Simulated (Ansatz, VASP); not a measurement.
AlN in VASP and in Ansatz

Contents of INCAR:

```
SYSTEM = AlN
ALGO = Normal
EDIFF = 1E-6
EDIFFG = -0.005
ENCUT = 600
GGA = PE
IBRION = 2
ISIF = 3
ISMEAR = -1
LASPH = .True.
LCHARG = .False.
LREAL = .False.
LWAVE = .False.
NELM = 100
NSW = 60
PREC = Accurate
SIGMA = 0.02
```

File KPOINTS:

```
k-points
0
Gamma
  12 12 7
  0 0 0
```

Contents of POSCAR:

```
AlN
1.0
    3.0486945782      0.0000000000      0.0000000000
   -1.5243472891      2.6402469531      0.0000000000
    0.0000000000      0.0000000000      4.9693721624
Al N
2 2
Direct
    0.3333333333      0.6666666667      0.0000000000
    0.6666666667      0.3333333333      0.5000000000
    0.3333333333      0.6666666667      0.3760000000
    0.6666666667      0.3333333333      0.8760000000
```

Input for Ansatz:

```yaml
crystal:
  lattice:
    - [3.0486945782, 0.0, 0.0]
    - [-1.5243472891, 2.6402469531, 0.0]
    - [0.0, 0.0, 4.9693721624]
  atoms:
    - { symbol: Al, position: [0.3333333333, 0.6666666667, 0.0] }
    - { symbol: Al, position: [0.6666666667, 0.3333333333, 0.5] }
    - { symbol: "N", position: [0.3333333333, 0.6666666667, 0.376] }
    - { symbol: "N", position: [0.6666666667, 0.3333333333, 0.876] }
kpoints:
  mp_grid: { grid: [12, 12, 7] }
scf:
  occupations: { method: fermi_dirac, width: 0.02 }
hamiltonian:
  xc: pbe
  pseudopotentials: { kind: paw }
output:
  forces: true
  stress: true
  write_density: true
  write_potential: true
  elf: true
  volumetric_format: npy
relax:
  f_tol: 0.005
  max_steps: 40
  cell: {}
```

Alike in both runs: task relaxation of cell and atoms; functional PBE; k mesh 12 × 12 × 7; occupations fermi-dirac, width 0.02 eV; no spin polarisation.

|  | VASP | Ansatz |
| --- | --- | --- |
| version | VASP 6.6.1 | Ansatz 0.2.0 |
| potentials or method | VASP PAW PBE potentials, release 64 (Al, N) | PAW with Ansatz's default frozen-core files, scalar-relativistic |
| plane-wave cutoff (eV) | 600 | 420 |
| valence electrons in the cell | 16 | 16 |

```tsv
	VASP	Ansatz	Ansatz less VASP
gap on the k mesh at the Fermi level, each at its own relaxed structure (eV)	4.06	4.03	-0.022
relaxed volume (Å³/atom)	10.63	10.64	+0.019
relaxed cell length with the largest relative difference (Å)	5.014	5.018	+0.0044
```
